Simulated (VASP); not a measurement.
# ZnCdF4 (P4/mmm) in VASP: a series of runs

ZnCdF4 is run at these levels: PBE; tasks: relaxation of cell and atoms, single point.

Everything below comes from runs of VASP 6.6.1. Logs are shortened: lines on timing, memory, paths and dates and some standing lists are left out, and cuts for length are marked.

## (1) The cell of the first run

Symmetry: P4/mmm, No. 123, tetragonal system. The conventional cell has a = 3.686 Å, b = 3.686 Å, c = 6.839 Å, α = 90.00°, β = 90.00°, γ = 90.00°. Zn (site symmetry 4/mmm) has 6 F at 1.84 to 2.22 Å within 2.4 Å. Cd (site symmetry 4/mmm) has 8 F at 2.87 Å and 4 Cd at 3.69 Å within 3.8 Å. F (site symmetry 4mm) has 1 Zn at 2.22 Å and 5 F at 2.39 to 2.89 Å and 4 Cd at 2.87 Å within 2.9 Å. F (site symmetry mmm) has 2 Zn at 1.84 Å within 2.4 Å.

## (2) Relaxation of cell and atoms, PBE

Contents of INCAR:

```
  PREC = Accurate
  ENCUT = 600
  EDIFF = 1E-7
  ISMEAR = 0
  SIGMA = 0.1
  LREAL = F
  LASPH = T
  NELM = 100
  ALGO = Normal
  ISIF = 3
  LWAVE = F
  LCHARG = F
  GGA = PE
  IBRION = 2
  NSW = 100
  EDIFFG = -0.01
```

Contents of KPOINTS:

```
Automatic mesh
0
Gamma
  10 10 6
```

Contents of POSCAR:

```
ZnCdF4
1.0
    3.6855032737      0.0000000000      0.0000000000
    0.0000000000      3.6855032737      0.0000000000
    0.0000000000      0.0000000000      6.8389183805
Zn Cd F
1 1 4
Direct
    0.0000000000      0.0000000000      0.0000000000
    0.5000000000      0.5000000000      0.5000000000
    0.0000000000      0.0000000000      0.6747595523
    0.5000000000      0.0000000000      0.0000000000
    0.0000000000      0.5000000000      0.0000000000
    0.0000000000      0.0000000000      0.3252404477
```

Potentials or basis: VASP PAW PBE potentials, release 64 (Zn, Cd, F).

Started as:

```sh
> cat potpaw_PBE.64/Zn/POTCAR potpaw_PBE.64/Cd/POTCAR potpaw_PBE.64/F/POTCAR > POTCAR
> mpirun -np 1 vasp_std > vasp.out
```

OUTCAR:

```text
PREC = Accurate
   ENCUT = 600
   EDIFF = 1E-7
   ISMEAR = 0
   LREAL = F
   LASPH = T
   NELM = 100
   ISIF = 3
   GGA = PE
   IBRION = 2
   NSW = 100
   EDIFFG = -0.01

 ion  position               nearest neighbor table
   1  0.000  0.000  0.000-   4 1.84   5 1.84   5 1.84   4 1.84   3 2.22   6 2.22
   2  0.500  0.500  0.500-
   3  0.000  0.000  0.675-   1 2.22
   4  0.500  0.000  0.000-   1 1.84   1 1.84
   5  0.000  0.500  0.000-   1 1.84   1 1.84
   6  0.000  0.000  0.325-   1 2.22

  LATTYP: Found a simple tetragonal cell.
 ALAT       =     3.6855032737
 C/A-ratio  =     1.8556267279

  Lattice vectors:

 A1 = (   3.6855032737,   0.0000000000,   0.0000000000)
 A2 = (   0.0000000000,   3.6855032737,   0.0000000000)
 A3 = (   0.0000000000,   0.0000000000,   6.8389183805)

Analysis of symmetry for initial positions (statically):
=====================================================================
 Subroutine PRICEL returns:
 Original cell was already a primitive cell.

 Routine SETGRP: Setting up the symmetry group for a
 simple tetragonal supercell.

 Subroutine GETGRP returns: Found 16 space group operations
 (whereof 16 operations were pure point group operations)
 out of a pool of 16 trial point group operations.

The static configuration has the point symmetry D_4h.

Analysis of symmetry for dynamics (positions and initial velocities):
=====================================================================
 Subroutine PRICEL returns:
 Original cell was already a primitive cell.

 Routine SETGRP: Setting up the symmetry group for a
 simple tetragonal supercell.

 Subroutine GETGRP returns: Found 16 space group operations
 (whereof 16 operations were pure point group operations)
 out of a pool of 16 trial point group operations.

The dynamic configuration has the point symmetry D_4h.

 Subroutine INISYM returns: Found 16 space group operations
 (whereof 16 operations are pure point group operations),
 and found     1 'primitive' translations

----------------------------------------------------------------------------------------

                                     Primitive cell

  volume of cell :      92.8926

  direct lattice vectors                    reciprocal lattice vectors
     3.685503274  0.000000000  0.000000000     0.271333364  0.000000000  0.000000000
     0.000000000  3.685503274  0.000000000     0.000000000  0.271333364  0.000000000
     0.000000000  0.000000000  6.838918381     0.000000000  0.000000000  0.146221953

  length of vectors
     3.685503274  3.685503274  6.838918381     0.271333364  0.271333364  0.146221953

  position of ions in fractional coordinates (direct lattice)
     0.000000000  0.000000000  0.000000000
     0.500000000  0.500000000  0.500000000
     0.000000000  0.000000000  0.674759552
     0.500000000  0.000000000  0.000000000
     0.000000000  0.500000000  0.000000000
     0.000000000  0.000000000  0.325240448

  ion indices of the primitive-cell ions
   primitive index   ion index
                 1           1
                 2           2
                 3           3
                 4           4
                 5           5
                 6           6

----------------------------------------------------------------------------------------

 KPOINTS: Automatic mesh

Automatic generation of k-mesh.
 Grid dimensions read from file:
 generate k-points for:   10   10    6

 Generating k-lattice:

  Cartesian coordinates                     Fractional coordinates (reciprocal lattice)
     0.027133336  0.000000000  0.000000000     0.100000000  0.000000000  0.000000000
     0.000000000  0.027133336  0.000000000     0.000000000  0.100000000  0.000000000
     0.000000000  0.000000000  0.024370325     0.000000000  0.000000000  0.166666667

  Length of vectors
     0.027133336  0.027133336  0.024370325

  Shift w.r.t. Gamma in fractional coordinates (k-lattice)
     0.000000000  0.000000000  0.000000000

 Subroutine IBZKPT returns following result:
 ===========================================

 Found     84 irreducible k-points:

 Following reciprocal coordinates:
            Coordinates               Weight
  0.000000  0.000000  0.000000      1.000000
  0.100000  0.000000  0.000000      4.000000
  0.200000  0.000000  0.000000      4.000000
  0.300000  0.000000  0.000000      4.000000
  0.400000  0.000000  0.000000      4.000000
  0.500000  0.000000  0.000000      2.000000
[... 16 lines left out ...]
  0.100000  0.000000  0.166667      8.000000
  0.200000  0.000000  0.166667      8.000000
 [... further k-points ...]
   k-points           NKPTS =     84   k-points in BZ     NKDIM =     84   number of bands    NBANDS=     31
   number of dos      NEDOS =    301   number of ions     NIONS =      6
   total plane-waves  NPLWV =  50400
   dimension x,y,z NGX =    30 NGY =   30 NGZ =   56
   dimension x,y,z NGXF=    60 NGYF=   60 NGZF=  112
   ions per type =               1   1   4
   NGX,Y,Z   is equivalent  to a cutoff of  13.53, 13.53, 13.61 a.u.
   NGXF,Y,Z  is equivalent  to a cutoff of  27.06, 27.06, 27.23 a.u.
 SYSTEM =  unknown system
   PREC   = accura    normal or accurate (medium, high low for compatibility)
   ISTART =      0    job   : 0-new  1-cont  2-samecut
   ICHARG =      2    charge: 1-file 2-atom 10-const
   ISPIN  =      1    spin polarized calculation?
   LNONCOLLINEAR =      F non collinear calculations
   LSORBIT =      F    spin-orbit coupling
   LASPH  =      T    aspherical Exc in radial PAW
   ENCUT  =  600.0 eV  44.10 Ry    6.64 a.u.   7.36  7.36 13.66*2*pi/ulx,y,z
   NELM   =    100;   NELMIN=  2; NELMDL= -5     # of ELM steps
   EDIFF  = 0.1E-06   stopping-criterion for ELM
   LREAL  =      F    real-space projection
   EDIFFG = -.1E-01   stopping-criterion for IOM
   NSW    =    100    number of steps for IOM
   IBRION =      2    ionic relax: 0-MD 1-quasi-New 2-CG
   NFREE  =      1    steps in history (QN), initial steepest desc. (CG)
   ISIF   =      3    stress and relaxation
   ISYM   =      2    0-nonsym 1-usesym 2-fastsym
   POTIM  = 0.5000    time-step for ionic-motion
   TEBEG  =    0.0;   TEEND  =   0.0 temperature during run
   PSTRESS=    0.0 pullay stress
   NELECT =      52.0000    total number of electrons
   NUPDOWN=      -1.0000    fix difference up-down
   EMIN   =  10.00;   EMAX   =-10.00  energy-range for DOS
   EFERMI =   0.00;   METHOD = LEGACY
   ISMEAR =     0;   SIGMA  =   0.10  broadening in eV -4-tet -1-fermi 0-gaus
   EFERMI_NEDOS =   21; number of points for ismear=-14 and -15
   IALGO  =     38    algorithm
   IMIX   =      4    mixing-type and parameters
     AMIX     =   0.40;   BMIX     =  1.00
     AMIX_MAG =   1.60;   BMIX_MAG =  1.00
  volume/ion in A,a.u.               =      15.48       104.48
  Fermi-wavevector in a.u.,A,eV,Ry     =   1.349218  2.549653 24.767915  1.820390
  Thomas-Fermi vector in A             =   2.476823
   LORBIT       =      0    0 simple, 1 ext, 2 COOP (PROOUT), +10 PAW based schemes
   GGA     = PE    functional components
   LHFCALC =     F    Hartree Fock is set to
   AEXX    =    0.0000 exact exchange contribution
   IVDW    =     0    specifies the selected vdW correction
   LEPSILON=     F    determine dielectric tensor
   LRPA    =     F    only Hartree local field effects (RPA)
 conjugate gradient relaxation of ions
 non-spin polarized calculation
 Gauss-broadening in eV      SIGMA  =   0.10
  energy-cutoff  :      600.00
  volume of cell :       92.89
 maximum number of plane-waves:      3143
 NGX is ok and might be reduce to    30
   NGX = 15   NGY = 15   NGZ = 27

--------------------------------------- Ionic step        1  -------------------------------------------

 number of electron      51.9999963 magnetization

 Free energy of the ion-electron system (eV)
  ---------------------------------------------------
  ext. energy  EPLUGINS =         0.00000000
  ---------------------------------------------------
  free energy    TOTEN  =       -19.12317580 eV

  energy without entropy =      -19.11444641  energy(sigma->0) =      -19.11881110

------------------------ aborting loop because EDIFF is reached ----------------------------------------

  FORCE on cell =-STRESS in cart. coord.  units (eV):
  Direction    XX          YY          ZZ          XY          YZ          ZX
  --------------------------------------------------------------------------------------
  -------------------------------------------------------------------------------------
  Total        0.3037734      0.3037734     -0.0846340      0.0000000     -0.0000000      0.0000000
  in kB        5.2393722      5.2393722     -1.4597362      0.0000000     -0.0000000      0.0000000
  external PRESSURE =       3.0063361 kB  Pullay stress =       0.0000000 kB
[... 265 lines left out ...]
  energy  without entropy=      -19.1154549903  energy(sigma->0) =      -19.11978042

--------------------------------------- Ionic step        8  -------------------------------------------

 number of electron      51.9999970 magnetization

 Free energy of the ion-electron system (eV)
  ---------------------------------------------------
  ext. energy  EPLUGINS =         0.00000000
  ---------------------------------------------------
  free energy    TOTEN  =       -19.12412226 eV

  energy without entropy =      -19.11545431  energy(sigma->0) =      -19.11978829

 E-fermi :  -1.0576     XC(G=0):  -9.1757

 val. band max:       -1.0771879000   @ k =   0.2000   0.0000   0.3333
 cond. band min:      -1.0428723539   @ k =   0.2000   0.0000   0.5000
 fundamental gap:      0.0343155461
 Fermi energy:        -1.0576237203

 k-point     1 :       0.0000    0.0000    0.0000
  band No.  band energies     occupation
      1     -23.3990      2.00000
      2     -22.5618      2.00000
      3     -22.3583      2.00000
      4     -22.0092      2.00000
      5      -9.3520      2.00000
      6      -9.2765      2.00000
[... 805 lines left out ...]
     30       6.5011      0.00000
     31       8.8207      0.00000

 [... further k-points ...]

------------------------ aborting loop because EDIFF is reached ----------------------------------------

  FORCE on cell =-STRESS in cart. coord.  units (eV):
  Direction    XX          YY          ZZ          XY          YZ          ZX
  --------------------------------------------------------------------------------------
  -------------------------------------------------------------------------------------
  Total        0.0086790      0.0086790     -0.0005180      0.0000000      0.0000000      0.0000000
  in kB        0.1494123      0.1494123     -0.0089169      0.0000000      0.0000000      0.0000000
  external PRESSURE =       0.0966359 kB  Pullay stress =       0.0000000 kB
[... 21 lines left out ...]
  FREE ENERGIE OF THE ION-ELECTRON SYSTEM (eV)
  ---------------------------------------------------
  free  energy   TOTEN  =       -19.1241222568 eV

  energy  without entropy=      -19.1154543146  energy(sigma->0) =      -19.11978829

 reached required accuracy - stopping structural energy minimisation
```

Run time: 25 min. Hardware: 1 thread of Intel Xeon Platinum 8488C (Sapphire Rapids), shared host; peak memory 0.42 GiB.

What came out:

```
Free energy                            : -19.1241 eV
Relaxed volume                         : 15.51 Å³/atom
Relaxed cell                           : a = 3.695 Å, b = 3.695 Å, c = 6.816 Å, α = 90.00°, β = 90.00°, γ = 90.00°
Space group after relaxing (to 0.05 Å) : P4/mmm (No. 123)
Energy gained by relaxing              : 0.2 meV/atom
Ionic steps                            : 8
Pressure after relaxing                : 0.0 GPa
Largest force after relaxing           : 0.005 eV/Å
Band gap on the k mesh                 : zero (band 26 reaches -0.40 eV, above the bottom of band 27 at -1.99 eV)
```

Forces on the atoms (eV/Å):
```
Zn   0.000  0.000  0.000
Cd   0.000  0.000  0.000
F    0.000  0.000  0.005
F    0.000  0.000  0.000
F    0.000  0.000  0.000
F    0.000  0.000 -0.005
```

The path:
```csv
step,energy change (eV),largest force (eV/Å),pressure (GPa),volume (Å³)
1,0.0000,0.0314,0.30,92.89
2,-0.0008,0.0005,-0.09,93.28
3,-0.0008,0.0010,-0.08,93.29
4,-0.0009,0.0058,-0.04,93.20
5,-0.0009,0.0126,0.00,93.08
6,-0.0009,0.0138,0.02,93.06
7,-0.0009,0.0132,0.00,93.07
8,-0.0009,0.0051,0.01,93.07
```

Final structure:
```
Zn Cd F
1.0
     3.69526    0.00000    0.00000
     0.00000    3.69526    0.00000
     0.00000    0.00000    6.81557
Zn Cd F
1 1 4
Direct
  0.00000 0.00000 0.00000
  0.50000 0.50000 0.50000
  0.00000 0.00000 0.67464
  0.50000 0.00000 0.00000
  0.00000 0.50000 0.00000
  0.00000 0.00000 0.32536
```

Levels at points of the mesh, in eV from the Fermi level:
| k point | band 24 | band 25 | band 26 | band 27 | band 28 | band 29 |
| --- | --- | --- | --- | --- | --- | --- |
| (0.00, 0.00, 0.00) | -2.02 | -2.02 | -1.51 | -0.93 | 4.82 | 6.03 |
| (0.50, 0.00, 0.00) | -1.63 | -1.60 | -1.19 | 1.49 | 4.09 | 6.50 |
| (0.50, 0.50, 0.00) | -1.65 | -1.27 | 0.65 | 1.23 | 5.68 | 5.68 |
| (0.00, 0.00, 0.50) | -2.02 | -2.02 | -1.54 | -0.52 | 3.90 | 7.13 |
| (0.50, 0.00, 0.50) | -1.73 | -1.63 | -0.52 | 1.50 | 4.20 | 6.26 |
| (0.50, 0.50, 0.50) | -1.27 | -0.76 | 0.65 | 1.17 | 5.69 | 5.69 |

## (3) Single point, PBE

This run uses another cell than the first one, of 15.53 Å³/atom, 1.003 times its volume.

Contents of INCAR:

```
PREC = Accurate
ENCUT = 600
EDIFF = 1E-6
ISMEAR = 0
SIGMA = 0.1
LREAL = False
LASPH = True
NELM = 120
ALGO = Normal
ISIF = 2
LWAVE = False
LCHARG = False
GGA = PE
NBANDS = 39
GGA_COMPAT = False
```

Contents of KPOINTS:

```
Automatic mesh
0
Gamma
  4 4 4
```

Contents of POSCAR:

```
ZnCdF4
1.0
    3.6935227601      0.0000000000      0.0000000000
    0.0000000000      3.6935227601      0.0000000000
    0.0000000000      0.0000000000      6.8291878657
Zn Cd F
1 1 4
Direct
    0.0000000000      0.0000000000      0.0000000000
    0.5000000000      0.5000000000      0.5000000000
    0.0000000000      0.0000000000      0.6737842242
    0.5000000000      0.0000000000      0.0000000000
    0.0000000000      0.5000000000      0.0000000000
    0.0000000000      0.0000000000      0.3262157758
```

Potentials or basis: VASP PAW PBE potentials, release 64 (Zn, Cd_sv_GW, F).

Started as:

```sh
> cat potpaw_PBE.64/Zn/POTCAR potpaw_PBE.64/Cd_sv_GW/POTCAR potpaw_PBE.64/F/POTCAR > POTCAR
> mpirun -np 1 vasp_std > vasp.out
```

Run time: 76 s. Hardware: 1 thread of Intel Xeon Platinum 8375C at 2.90GHz (Ice Lake), shared host; peak memory 0.27 GiB.

The run converged. Its results:

```yaml
Free_energy: -19.1400 eV
Pressure: 0.1 GPa
Largest_force: 0.008 eV/Å
Band_gap_on_the_k_mesh: zero (band 30 reaches 0.69 eV, above the bottom of band 31 at -1.23 eV)
```

Forces in eV/Å, atoms in the order of the input:
```
Zn   0.000  0.000  0.000
Cd   0.000  0.000  0.000
F    0.000  0.000 -0.008
F    0.000  0.000  0.000
F    0.000  0.000  0.000
F    0.000  0.000  0.008
```

Stress tensor (GPa, compression positive):
```
 0.30  0.00  0.00
 0.00  0.30  0.00
 0.00  0.00 -0.21
```

Levels at points of the mesh, in eV from the Fermi level:
```
           k point  band 26  band 27  band 28  band 29  band 30  band 31  band 32  band 33  band 34  band 35
(0.00, 0.00, 0.00)    -2.33    -2.21    -1.94    -1.94    -1.63    -1.10     4.67     6.01     9.73     9.73
(0.50, 0.00, 0.00)    -2.36    -1.69    -1.62    -1.52    -1.10     1.31     3.92     6.35     8.98     9.59
(0.50, 0.50, 0.00)    -1.80    -1.60    -1.60    -1.19     0.82     1.03     5.49     5.49     6.25    10.62
(0.00, 0.00, 0.50)    -2.37    -2.20    -1.94    -1.94    -1.62    -0.69     3.79     7.10     9.72     9.72
(0.50, 0.00, 0.50)    -2.40    -2.29    -1.65    -1.52    -0.53     1.31     4.01     6.12     8.41     9.57
(0.50, 0.50, 0.50)    -1.63    -1.63    -1.19    -0.85     0.82     0.97     5.50     5.50     6.47    10.32
```

Caveat: the k points lie up to 0.43 Å⁻¹ apart.
